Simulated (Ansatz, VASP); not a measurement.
**P: VASP beside Ansatz**

```
CELL_PARAMETERS angstrom
4.51650 -3.98590 -0.00966
4.51650 3.98590 -0.00966
-0.03342 0.00000 5.29426
ATOMIC_POSITIONS crystal
P 0.85127 0.85127 0.23756
P 0.14873 0.14873 0.76244
P 0.71918 0.71918 0.58554
P 0.28082 0.28082 0.41446
P 0.50160 0.77839 0.24938
P 0.22161 0.49840 0.75062
P 0.49840 0.22161 0.75062
P 0.77839 0.50160 0.24938
```

Alike in both runs: task single point; functional PBEsol; k mesh 6 × 6 × 6; occupations gaussian, width 0.05 eV; no spin polarisation.

|  | VASP | Ansatz |
| --- | --- | --- |
| version | VASP 6.6.1 | Ansatz 0.2.0 |
| potentials or method | VASP PAW PBE potentials, release 64 (P), cutoff 520 eV | scalar-relativistic, plane waves, PAW |
| valence electrons in the cell | 40 | 40 |

VASP gave:

| Property | Result |
| --- | --- |
| gap on the k mesh at the Fermi level (eV) | 2.06 |
| least direct gap on the mesh (eV) | 2.47 |
| pressure (GPa) | -0.2 |
| rms of the force components (eV/Å) | 0.048 |

Task: What did Ansatz give for the same quantities?

Result: gap on the k mesh at the Fermi level (eV): 2.07; least direct gap on the mesh (eV): 2.48; pressure (GPa): 0.0; rms of the force components (eV/Å): 0.001.

VASP's potentials were made for PBE, not for PBEsol. Atom by atom the forces differ by 0.047 eV/Å (rms over components). The functional is the same, so the differences come from potentials, cutoffs and numerics.
